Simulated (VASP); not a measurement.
Wanted: the native input for a VASP 6.6.1 run.

| Item | Value |
| --- | --- |
| Task | relaxation of cell and atoms |
| Functional | PBE |
| Potentials or basis | VASP PAW PBE potentials, release 64 (B, Sb, P) |
| Cutoff | 600 eV |
| k mesh | 12 × 12 × 4 |
| Occupations | gaussian, width 0.1 eV |
| Spin | no spin polarisation |
| Dipole correction | no |
| Further INCAR settings | ALGO = Normal; EDIFF = 1e-06; IBRION = 2; EDIFFG = -0.01; NSW = 100; ISIF = 3 |

The structure of B3Sb2P lies in POSCAR:

```
B3Sb2P
1.0
    3.1895650285      0.0000000000      0.0000000000
   -1.5947825143      2.7622443417      0.0000000000
    0.0000000000      0.0000000000     11.4026332722
B Sb P
3 2 1
Direct
    0.0000000000      0.0000000000      0.5000000000
    0.3333333333      0.6666666667      0.0000000000
    0.3333333333      0.6666666667      0.5000000000
    0.6666666667      0.3333333333      0.3149962645
    0.6666666667      0.3333333333      0.6850037355
    0.0000000000      0.0000000000      0.0000000000
```

The input as run:

INCAR

```
SYSTEM = B3Sb2P
ALGO = Normal
EDIFF = 1E-6
EDIFFG = -0.01
ENCUT = 600
GGA = PE
IBRION = 2
ISIF = 3
ISMEAR = 0
LASPH = .True.
LCHARG = .False.
LREAL = .False.
LWAVE = .False.
NELM = 80
NSW = 100
PREC = Accurate
SIGMA = 0.1
```

KPOINTS

```
k-points
0
Gamma
  12 12 4
  0 0 0
```

Potentials or basis: VASP PAW PBE potentials, release 64 (B, Sb, P).

Launch:

```bash
$ cat potpaw_PBE.64/B/POTCAR potpaw_PBE.64/Sb/POTCAR potpaw_PBE.64/P/POTCAR > POTCAR
$ mpirun -np 1 vasp_std > vasp.out
```

Results of the run:

```yaml
Relaxed_volume: 16.30 Å³/atom
Relaxed_cell: a = 3.189 Å, b = 3.189 Å, c = 11.103 Å, α = 90.00°, β = 90.00°, γ = 120.00°
Space_group_after_relaxing_to_0.05_Å: P-6m2 (No. 187)
Energy_gained_by_relaxing: 1.0 meV/atom
Ionic_steps: 18
Pressure_after_relaxing: 0.0 GPa
Largest_force_after_relaxing: 0.006 eV/Å
Band_gap_on_the_k_mesh: zero (band 12 reaches 11.15 eV, above the bottom of band 13 at 6.20 eV)
```

Caveat: spin-orbit coupling is left out, which moves the levels of the heavy elements; this functional lacks dispersion, which binds the layers, so the pressure and a relaxed spacing across them are unreliable.

Wall time 6.7 min on 1 thread of Intel(R) Xeon(R) 6975P-C (Granite Rapids), on a shared host, peak memory 0.36 GiB.
